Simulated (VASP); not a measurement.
# Tc3Sn (Fm-3m) in VASP: further runs

Tc3Sn is run at these levels: LDA; tasks: single point, relaxation of cell and atoms.

All numbers are computed with VASP 6.6.1; they aren't measurements. Logs are shortened: lines on timing, memory, paths and dates and some standing lists are left out, and cuts for length are marked.

## Step 1: The cell of the first run

It takes space group Fm-3m (No. 225, cubic). The conventional cell has a = 6.221 Å, b = 6.221 Å, c = 6.221 Å, α = 90.00°, β = 90.00°, γ = 90.00°. Tc (site symmetry -43m) has 10 Tc at 2.69 to 3.11 Å and 4 Sn at 2.69 Å within 3.6 Å. Tc (site symmetry m-3m) has 8 Tc at 2.69 Å and 6 Sn at 3.11 Å within 3.6 Å. Sn (site symmetry m-3m) has 14 Tc at 2.69 to 3.11 Å within 3.6 Å.

## Step 2: Single point, LDA

INCAR

```
SYSTEM = Tc3Sn
PREC = Accurate
ENCUT = 520
EDIFF = 1E-6
ISMEAR = -1
SIGMA = 0.05
LREAL = .FALSE.
LASPH = .TRUE.
NELM = 80
ALGO = Normal
ISIF = 2
LWAVE = .FALSE.
LCHARG = .FALSE.
GGA = CA
NBANDS = 34
```

KPOINTS

```
Automatic mesh
0
G
  6 6 6
  0 0 0
```

POSCAR

```
Tc3Sn
1.0
    0.0000000000      3.1103348218      3.1103348218
    3.1103348218      0.0000000000      3.1103348218
    3.1103348218      3.1103348218      0.0000000000
Tc Sn
3 1
Direct
    0.2500000000      0.2500000000      0.2500000000
    0.7500000000      0.7500000000      0.7500000000
    0.5000000000      0.5000000000      0.5000000000
    0.0000000000      0.0000000000      0.0000000000
```

Potentials or basis: VASP PAW LDA potentials, release 64 (Tc_pv, Sn_d).

On the command line:

```bash
cat potpaw_LDA.64/Tc_pv/POTCAR potpaw_LDA.64/Sn_d/POTCAR > POTCAR
mpirun -np 1 vasp_std > vasp.out
```

OUTCAR:

```text
SYSTEM = Tc3Sn
   PREC = Accurate
   ENCUT = 520
   EDIFF = 1E-6
   ISMEAR = -1
   LREAL = .FALSE.
   LASPH = .TRUE.
   NELM = 80
   ISIF = 2
   GGA = CA

 ion  position               nearest neighbor table
   1  0.250  0.250  0.250-   4 2.69   4 2.69   4 2.69   3 2.69   4 2.69   3 2.69   3 2.69   3 2.69
                             2 3.11   2 3.11   2 3.11   2 3.11   2 3.11   2 3.11
   2  0.750  0.750  0.750-   3 2.69   3 2.69   3 2.69   3 2.69   4 2.69   4 2.69   4 2.69   4 2.69
                             1 3.11   1 3.11   1 3.11   1 3.11   1 3.11   1 3.11
   3  0.500  0.500  0.500-   1 2.69   1 2.69   1 2.69   1 2.69   2 2.69   2 2.69   2 2.69   2 2.69
                             4 3.11   4 3.11   4 3.11   4 3.11   4 3.11   4 3.11
   4  0.000  0.000  0.000-   2 2.69   2 2.69   2 2.69   1 2.69   2 2.69   1 2.69   1 2.69   1 2.69
                             3 3.11   3 3.11   3 3.11   3 3.11   3 3.11   3 3.11

  LATTYP: Found a face centered cubic cell.
 ALAT       =     6.2206696436

  Lattice vectors:

 A1 = (   0.0000000000,   3.1103348218,   3.1103348218)
 A2 = (   3.1103348218,   0.0000000000,   3.1103348218)
 A3 = (   3.1103348218,   3.1103348218,   0.0000000000)

Analysis of symmetry for initial positions (statically):
=====================================================================
 Subroutine PRICEL returns:
 Original cell was already a primitive cell.

 Routine SETGRP: Setting up the symmetry group for a
 face centered cubic supercell.

 Subroutine GETGRP returns: Found 48 space group operations
 (whereof 48 operations were pure point group operations)
 out of a pool of 48 trial point group operations.

The static configuration has the point symmetry O_h .

Analysis of symmetry for dynamics (positions and initial velocities):
=====================================================================
 Subroutine PRICEL returns:
 Original cell was already a primitive cell.

 Routine SETGRP: Setting up the symmetry group for a
 face centered cubic supercell.

 Subroutine GETGRP returns: Found 48 space group operations
 (whereof 48 operations were pure point group operations)
 out of a pool of 48 trial point group operations.

The dynamic configuration has the point symmetry O_h .

 Subroutine INISYM returns: Found 48 space group operations
 (whereof 48 operations are pure point group operations),
 and found     1 'primitive' translations

----------------------------------------------------------------------------------------

                                     Primitive cell
[... 86 lines left out ...]
   EDIFF  = 0.1E-05   stopping-criterion for ELM
   LREAL  =      F    real-space projection
   EDIFFG = 0.1E-04   stopping-criterion for IOM
   NSW    =      0    number of steps for IOM
   IBRION =     -1    ionic relax: 0-MD 1-quasi-New 2-CG
   NFREE  =      0    steps in history (QN), initial steepest desc. (CG)
   ISIF   =      2    stress and relaxation
   ISYM   =      2    0-nonsym 1-usesym 2-fastsym
   POTIM  = 0.5000    time-step for ionic-motion
   TEBEG  =    0.0;   TEEND  =   0.0 temperature during run
   PSTRESS=    0.0 pullay stress
   NELECT =      53.0000    total number of electrons
   NUPDOWN=      -1.0000    fix difference up-down
   EMIN   =  10.00;   EMAX   =-10.00  energy-range for DOS
   EFERMI =   0.00;   METHOD = LEGACY
   ISMEAR =    -1;   SIGMA  =   0.05  broadening in eV -4-tet -1-fermi 0-gaus
   EFERMI_NEDOS =   21; number of points for ismear=-14 and -15
   IALGO  =     38    algorithm
   IMIX   =      4    mixing-type and parameters
     AMIX     =   0.40;   BMIX     =  1.00
     AMIX_MAG =   1.60;   BMIX_MAG =  1.00
  volume/ion in A,a.u.               =      15.04       101.53
  Fermi-wavevector in a.u.,A,eV,Ry     =   1.569217  2.965390 33.503553  2.462442
  Thomas-Fermi vector in A             =   2.671132
   LORBIT       =      0    0 simple, 1 ext, 2 COOP (PROOUT), +10 PAW based schemes
   GGA     = CA    functional components
   LHFCALC =     F    Hartree Fock is set to
   AEXX    =    0.0000 exact exchange contribution
   IVDW    =     0    specifies the selected vdW correction
   LEPSILON=     F    determine dielectric tensor
   LRPA    =     F    only Hartree local field effects (RPA)
 non-spin polarized calculation
  energy-cutoff  :      520.00
  volume of cell :       60.18
 maximum number of plane-waves:      1640
 NGX is ok and might be reduce to    36
   NGX = 17   NGY = 17   NGZ = 17

 number of electron      52.9999994 magnetization

 Free energy of the ion-electron system (eV)
  ---------------------------------------------------
  ext. energy  EPLUGINS =         0.00000000
  ---------------------------------------------------
  free energy    TOTEN  =       -38.74549471 eV

  energy without entropy =      -38.70424443  energy(sigma->0) =      -38.72486957

 E-fermi :  13.1844     XC(G=0): -13.7149

 val. band max:       13.1820600766   @ k =  -0.3333   0.3333   0.0000
 cond. band min:      13.1966033851   @ k =  -0.3333   0.1667   0.0000
 fundamental gap:      0.0145433085
 Fermi energy:        13.1843965839

 k-point     1 :       0.0000    0.0000    0.0000
  band No.  band energies     occupation
      1     -26.1270      2.00000
      2     -26.1270      2.00000
      3     -26.1270      2.00000
      4     -25.4485      2.00000
      5     -25.4485      2.00000
      6     -25.4485      2.00000
[... 581 lines left out ...]
     33      15.2105      0.00000
     34      20.2473      0.00000

------------------------ aborting loop because EDIFF is reached ----------------------------------------

  FORCE on cell =-STRESS in cart. coord.  units (eV):
  Direction    XX          YY          ZZ          XY          YZ          ZX
  --------------------------------------------------------------------------------------
  -------------------------------------------------------------------------------------
  Total        0.1051084      0.1051084      0.1051084      0.0000000      0.0000000      0.0000000
  in kB        2.7983136      2.7983136      2.7983136      0.0000000      0.0000000      0.0000000
  external PRESSURE =       2.7983136 kB  Pullay stress =       0.0000000 kB

 VOLUME and BASIS-vectors are now :
 -----------------------------------------------------------------------------
  energy-cutoff  :      520.00
  volume of cell :       60.18
      direct lattice vectors                 reciprocal lattice vectors
     0.000000000  3.110334822  3.110334822    -0.160754397  0.160754397  0.160754397
     3.110334822  0.000000000  3.110334822     0.160754397 -0.160754397  0.160754397
     3.110334822  3.110334822  0.000000000     0.160754397  0.160754397 -0.160754397

 POSITION                                       TOTAL-FORCE (eV/Angst)
 -----------------------------------------------------------------------------------
      1.55517      1.55517      1.55517         0.000000      0.000000      0.000000
      4.66550      4.66550      4.66550        -0.000000     -0.000000     -0.000000
      3.11033      3.11033      3.11033         0.000000     -0.000000      0.000000
      0.00000      0.00000      0.00000         0.000000     -0.000000      0.000000
 -----------------------------------------------------------------------------------
    total drift:                                0.000000      0.000000      0.000000

  FREE ENERGIE OF THE ION-ELECTRON SYSTEM (eV)
  ---------------------------------------------------
  free  energy   TOTEN  =       -38.7454947059 eV

  energy  without entropy=      -38.7042444324  energy(sigma->0) =      -38.72486957
```

OSZICAR:

```text
N       E                     dE             d eps       ncg     rms          rms(c)
DAV:   1     0.749382932197E+03    0.74938E+03   -0.28773E+04  1146   0.216E+03
DAV:   2     0.178724895353E+02   -0.73151E+03   -0.71476E+03  1132   0.598E+02
DAV:   3    -0.388742293971E+02   -0.56747E+02   -0.54774E+02  1214   0.164E+02
DAV:   4    -0.409488092849E+02   -0.20746E+01   -0.20370E+01  1238   0.324E+01
DAV:   5    -0.410023760373E+02   -0.53567E-01   -0.53500E-01  1354   0.549E+00    0.241E+01
DAV:   6    -0.398884324491E+02    0.11139E+01   -0.12559E+01  1130   0.238E+01    0.115E+01
DAV:   7    -0.397510135139E+02    0.13742E+00   -0.13755E+01  1158   0.196E+01    0.882E+00
DAV:   8    -0.388143796013E+02    0.93663E+00   -0.10713E+00  1138   0.946E+00    0.318E+00
DAV:   9    -0.387693890852E+02    0.44991E-01   -0.42889E-01  1220   0.562E+00    0.157E+00
DAV:  10    -0.387474031848E+02    0.21986E-01   -0.87641E-02  1154   0.270E+00    0.417E-01
DAV:  11    -0.387455321618E+02    0.18710E-02   -0.46894E-03  1218   0.738E-01    0.800E-02
DAV:  12    -0.387454990671E+02    0.33095E-04   -0.36906E-04  1450   0.174E-01    0.287E-02
DAV:  13    -0.387454947261E+02    0.43410E-05   -0.15134E-05  1282   0.280E-02    0.951E-03
DAV:  14    -0.387454947059E+02    0.20165E-07   -0.83751E-07   642   0.944E-03
   1 F= -.38745495E+02 E0= -.38724870E+02  d E =-.412503E-01
```

stdout:

```text
POSCAR found type information on POSCAR TcSn
 POSCAR found :  2 types and       4 ions
 scaLAPACK will be used
 LDA part: xc-table for (Slater(with rela. corr.)+CA(PZ))
 , standard interpolation
 POSCAR, INCAR and KPOINTS ok, starting setup
 FFT: planning ... GRIDC
 FFT: planning ... GRID_SOFT
 FFT: planning ... GRID
 WAVECAR not read
 entering main loop
```

Wall time 28 s (1 thread of Intel Xeon Platinum 8488C (Sapphire Rapids), shared host); peak memory 0.18 GiB.

What came out:

| Item | Value |
| --- | --- |
| Free energy | -38.7455 eV |
| Pressure | 0.3 GPa |
| Band gap on the k mesh | zero (an odd number of electrons rules out a gap without spin polarisation) |

Levels at points of the mesh, in eV from the Fermi level:
```
           k point  band 23  band 24  band 25  band 26  band 27  band 28  band 29  band 30
(0.00, 0.00, 0.00)    -2.75     0.74     0.74     0.79     0.79     0.79     1.54     1.54
(0.50, 0.00, 0.00)    -2.08    -1.21    -1.21    -0.88     0.55     0.55     0.75     0.75
(0.50, 0.50, 0.00)    -2.66    -1.73    -0.54    -0.54    -0.03     0.16     0.50     1.43
```

Caveat: spin-orbit coupling is left out, which moves the levels of the heavy elements.

## Step 3: Relaxation of cell and atoms, LDA

This run uses another cell than the first one, of 15.96 Å³/atom.

INCAR

```
  PREC = Accurate
  ENCUT = 600
  EDIFF = 1E-6
  ISMEAR = -1
  SIGMA = 0.05
  LREAL = False
  LASPH = True
  NELM = 80
  ALGO = Normal
  ISIF = 3
  LWAVE = False
  LCHARG = False
  GGA = CA
  IBRION = 2
  NSW = 80
  EDIFFG = -0.02
```

KPOINTS

```
regular mesh
0
Gamma
  6 6 6
```

POSCAR

```
Tc3Sn
1.0
    0.0000000000      3.1721940000      3.1721940000
    3.1721940000      0.0000000000      3.1721940000
    3.1721940000      3.1721940000      0.0000000000
Tc Sn
3 1
Direct
    0.2500000000      0.2500000000      0.2500000000
    0.7500000000      0.7500000000      0.7500000000
    0.5000000000      0.5000000000      0.5000000000
    0.0000000000      0.0000000000      0.0000000000
```

Potentials or basis: VASP PAW LDA potentials, release 64 (Tc_pv, Sn_d).

On the command line:

```bash
cat potpaw_LDA.64/Tc_pv/POTCAR potpaw_LDA.64/Sn_d/POTCAR > POTCAR
mpirun -np 1 vasp_std > vasp.out
```

Wall time 1.9 min (1 thread of Intel Xeon Platinum 8488C (Sapphire Rapids), shared host); peak memory 0.2 GiB.

It converged, with:

```
Free energy                           : -38.7478 eV
Relaxed volume                        : 15.08 Å³/atom
Relaxed cell                          : a = 4.402 Å, b = 4.402 Å, c = 4.402 Å, α = 60.00°, β = 60.00°, γ = 60.00°
Space group after relaxing (to 0.1 Å) : Fm-3m (No. 225)
Energy gained by relaxing             : 39.8 meV/atom
Ionic steps                           : 4
Pressure after relaxing               : -0.2 GPa
Band gap on the k mesh                : zero (an odd number of electrons rules out a gap without spin polarisation)
```

Step by step:
```csv
step,energy change (eV),largest force (eV/Å),pressure (GPa),volume (Å³)
1,0.0000,0.0000,-13.56,63.84
2,1.0448,0.0000,54.48,52.16
3,-0.1588,0.0000,-0.85,60.46
4,-0.1593,0.0000,-0.18,60.31
```

Final structure:
```cif
data_structure
_symmetry_space_group_name_H-M 'P 1'
_symmetry_Int_Tables_number 1
_cell_length_a 4.4017
_cell_length_b 4.4017
_cell_length_c 4.4017
_cell_angle_alpha 60.000
_cell_angle_beta 60.000
_cell_angle_gamma 60.000
_cell_volume 60.31
loop_
_atom_site_label
_atom_site_type_symbol
_atom_site_fract_x
_atom_site_fract_y
_atom_site_fract_z
_atom_site_occupancy
Tc1 Tc 0.25000 0.25000 0.25000 1
Tc2 Tc 0.75000 0.75000 0.75000 1
Tc3 Tc 0.50000 0.50000 0.50000 1
Sn1 Sn 0.00000 0.00000 0.00000 1
```

Levels at points of the mesh, in eV from the Fermi level:
```csv
k point,band 22,band 23,band 24,band 25,band 26,band 27,band 28,band 29,band 30,band 31
"(0.00, 0.00, 0.00)",-2.74,-2.74,0.74,0.74,0.79,0.79,0.79,1.53,1.53,2.42
"(0.50, 0.00, 0.00)",-2.08,-2.08,-1.20,-1.20,-0.88,0.55,0.55,0.75,0.75,1.28
"(0.50, 0.50, 0.00)",-2.65,-2.65,-1.73,-0.54,-0.54,-0.03,0.16,0.50,1.43,1.59
```

Caveat: spin-orbit coupling is left out, which moves the levels of the heavy elements.
